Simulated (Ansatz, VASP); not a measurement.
# One calculation of KI, two programs

The input INCAR:

```
SYSTEM = KI
PREC = Accurate
ENCUT = 520
EDIFF = 1E-6
ISMEAR = 0
SIGMA = 0.05
LREAL = .False.
LASPH = .True.
NELM = 100
ALGO = Normal
ISIF = 2
LWAVE = .False.
LCHARG = .False.
NBANDS = 15
```

File KPOINTS:

```
regular mesh
0
Gamma
  6 6 6
  0 0 0
```

The input POSCAR:

```
KI
1.0
    0.0000000000      3.2744937442      3.4109309835
    3.2744937442      0.0000000000      3.4109309835
    3.2744937442      3.2744937442      0.0000000000
K I
1 1
Direct
   -0.0579313979     -0.0579313979      0.0579313979
    0.5178482222      0.5178482222      0.4821517778
```

Input for Ansatz:

```yaml
crystal:
  lattice:
    - [0.0, 3.2744937442, 3.4109309835]
    - [3.2744937442, 0.0, 3.4109309835]
    - [3.2744937442, 3.2744937442, 0.0]
  atoms:
    - { symbol: K, position: [-0.0579313979, -0.0579313979, 0.0579313979] }
    - { symbol: I, position: [0.5178482222, 0.5178482222, 0.4821517778] }
basis:
  ecutwfc: 420
kpoints:
  mp_grid: { grid: [6, 6, 6] }
hamiltonian:
  xc: lda
  pseudopotentials: { kind: paw }
scf:
  occupations: { method: gaussian, width: 0.05 }
output:
  forces: true
  stress: true
  eigenvalues: true
```

Change from the starting cell: mode 6 frozen in at -0.395 Å, equal normal strain along x and y -0.0400.

Alike in both runs: task single point; functional LDA; k mesh 6 × 6 × 6; occupations gaussian, width 0.05 eV; no spin polarisation.

```csv
,VASP,Ansatz
version,VASP 6.6.1,Ansatz 0.2.0
potentials or method,"VASP PAW LDA potentials, release 64 (K_sv, I), cutoff 520 eV","scalar-relativistic, plane waves, PAW"
valence electrons in the cell,16,26
```

```tsv
	VASP	Ansatz	Ansatz less VASP
gap on the k mesh at the Fermi level (eV)	4.17	4.16	-0.010
least direct gap on the mesh (eV)	4.17	4.16	-0.010
pressure (GPa)	3.5	3.4	-0.12
traceless stress, the component that is largest in VASP (GPa)	3.72	3.67	-0.054
rms of the force components (eV/Å)	0.746	0.734	-0.0124
```

LDA's correlation is that of Perdew and Zunger in VASP and of Perdew and Wang (1992) in Ansatz. Atom by atom the forces differ by 0.012 eV/Å (rms over components). VASP's potentials hold 16 valence electrons a cell and Ansatz's 26, so a difference there can come from the potentials and not from the codes.

Neither program's run includes spin-orbit coupling.
